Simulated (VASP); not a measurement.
Set up this calculation in VASP 6.6.1, as the native input.

```
Task                   : relaxation of the atoms
Functional             : PBE
Dispersion             : D3(BJ)
Potentials or basis    : VASP PAW PBE potentials, release 64 (C)
Cutoff                 : 520 eV
k mesh                 : 21 × 21 × 1
Occupations            : gaussian, width 0.1 eV
Spin                   : no spin polarisation
Dipole correction      : yes
Further INCAR settings : ALGO = Normal; EDIFF = 1e-06; IBRION = 2; EDIFFG = -0.01; NSW = 60
```

The structure of C lies in POSCAR:

```
C
1.0
    2.5150333388      0.0000000000      0.0000000000
   -1.2575166694      2.1353752576      0.0000000000
    0.0000000000      0.0000000000     28.0000000000
C
2
Direct
    0.3333333333      0.6666666667      0.5000000000
    0.6666666667      0.3333333333      0.5000000000
```

This cell differs from its parent crystal: strain along x +0.020.

The input as run:

INCAR

```
  PREC = Accurate
  ENCUT = 520
  EDIFF = 1E-6
  ISMEAR = 0
  SIGMA = 0.1
  LREAL = False
  LASPH = True
  NELM = 100
  ALGO = Normal
  ISIF = 2
  LWAVE = False
  LCHARG = False
  LDIPOL = True
  IDIPOL = 3
  DIPOL = 0.5 0.5 0.500
  GGA = PE
  IVDW = 12
  IBRION = 2
  NSW = 60
  EDIFFG = -0.01
```

KPOINTS

```
Automatic mesh
0
Gamma
  21 21 1
```

Potentials or basis: VASP PAW PBE potentials, release 64 (C).

Command:

```sh
$ cat potpaw_PBE.64/C/POTCAR > POTCAR
$ mpirun -np 1 vasp_std > vasp.out
```

It gave:

```
Energy gained by relaxing  : 0.1 meV/atom
Ionic steps                : 3
Band gap on the k mesh     : 0.21 eV, direct
Dispersion energy per atom : -0.088 eV
```

Caveat: the cell differs from its parent crystal (strain along x +0.020).

Run time: 3.2 min on 1 thread of Intel(R) Xeon(R) 6975P-C (Granite Rapids) (shared host), peak memory 0.33 GiB.
